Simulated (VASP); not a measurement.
The system is Ni.

```
CELL_PARAMETERS angstrom
2.04824 0.00000 0.00000
-1.02412 1.77383 0.00000
0.00000 0.00000 1.95805
ATOMIC_POSITIONS crystal
Ni 0.00000 0.00000 0.00000
```

Base run:

| Property | Result |
| --- | --- |
| Program | VASP 6.6.1 |
| Functional | PBE |
| Potentials or basis | VASP PAW PBE potentials, release 64 (Ni) |
| Cutoff | 520 eV |
| k mesh | 18 × 18 × 17 |
| Occupations | fermi-dirac, width 0.1 eV |
| Spin | collinear spin, ferromagnetic start |
| Starting moments | [1.0] μB |

Its results: band gap on the k mesh zero (filled and empty bands overlap); pressure 277.9 GPa; net moment 0.00 μB per cell.

Problem. The run is repeated on the same cell with these changes: potentials or basis from VASP PAW PBE potentials, release 64 (Ni) to VASP PAW PBE potentials, release 64 (Ni_sv_GW); cutoff from 520 eV to 590 eV; further incar settings from ALGO = Normal; EDIFF = 1e-07; NBANDS = 15 to ALGO = Normal; EDIFF = 1e-06; NBANDS = 19; valence electrons from 10 to 18. What comes out?

Solution. Band gap on the k mesh zero (filled and empty bands overlap); pressure 275.5 GPa; net moment 0.00 μB per cell.
